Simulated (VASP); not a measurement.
A run of VASP 6.6.1 is set up as follows.

INCAR

```
SYSTEM = Cu5Mo
PREC     = Accurate       ! precision mode
ENCUT    = 600            ! plane-wave cutoff, eV
EDIFF    = 1E-6           ! SCF threshold, eV
ISMEAR   = 0              ! smearing method
SIGMA    = 0.2            ! smearing width, eV
LREAL    = .False.        ! projectors in reciprocal space
LASPH    = .True.         ! aspherical terms in the spheres
NELM     = 80             ! most SCF steps
ALGO     = Fast           ! electronic algorithm
ISIF     = 3              ! what is computed and relaxed
LWAVE    = .False.        ! write WAVECAR
LCHARG   = .False.        ! write CHGCAR
GGA      = PE             ! functional
IBRION   = 2              ! ionic algorithm
NSW      = 36             ! ionic steps
EDIFFG   = -0.08          ! ionic threshold
```

The input KPOINTS:

```
regular mesh
0
Gamma
  7 7 1
  0 0 0
```

File POSCAR:

```
Cu5Mo
1.0
    2.6400000000      0.0000000000      0.0000000000
   -1.3200000000      2.2863070700      0.0000000000
    0.0000000000      0.0000000000     25.8600000000
Cu Mo
10 2
Direct
    0.0000000000      0.0000000000      0.1250000000
    0.6666666700      0.3333333300      0.2083300000
    0.0000000000      0.0000000000      0.8750000000
    0.3333333300      0.6666666700      0.7916700000
    0.0000000000      0.0000000000      0.3750000000
    0.6666666700      0.3333333300      0.4583300000
    0.3333333300      0.6666666700      0.2916700000
    0.6666666700      0.3333333300      0.7083300000
    0.0000000000      0.0000000000      0.6250000000
    0.3333333300      0.6666666700      0.5416700000
    0.3333333300      0.6666666700      0.0416700000
    0.6666666700      0.3333333300      0.9583300000
```

Potentials or basis: VASP PAW PBE potentials, release 64 (Cu, Mo_sv).

The run is started by

```sh
$ cat potpaw_PBE.64/Cu/POTCAR potpaw_PBE.64/Mo_sv/POTCAR > POTCAR
$ mpirun -np 1 vasp_std > vasp.out
```

Task: Estimate the relaxed volume.

Result: 12.93 Å³/atom.

Task: Estimate the space group after relaxing (to 0.1 Å).

Result: P-3m1 (No. 164).

Final structure:
```yaml
crystal:
  lattice:
    - [2.63965, 0.00000, 0.00000]
    - [-1.31982, 2.28600, 0.00000]
    - [0.00000, 0.00000, 25.70393]
  atoms:
    - { symbol: Cu, position: [0.00000, 0.00000, 0.13662] }
    - { symbol: Cu, position: [0.66667, 0.33333, 0.21737] }
    - { symbol: Cu, position: [0.00000, 0.00000, 0.86338] }
    - { symbol: Cu, position: [0.33333, 0.66667, 0.78263] }
    - { symbol: Cu, position: [0.00000, 0.00000, 0.37878] }
    - { symbol: Cu, position: [0.66667, 0.33333, 0.45938] }
    - { symbol: Cu, position: [0.33333, 0.66667, 0.29839] }
    - { symbol: Cu, position: [0.66667, 0.33333, 0.70161] }
    - { symbol: Cu, position: [0.00000, 0.00000, 0.62122] }
    - { symbol: Cu, position: [0.33333, 0.66667, 0.54062] }
    - { symbol: Mo, position: [0.33333, 0.66667, 0.04781] }
    - { symbol: Mo, position: [0.66667, 0.33333, 0.95219] }
```

Caveat: the k points lie up to 0.39 Å⁻¹ apart in the final cell, too coarse for converged energies and pressures of a metal.
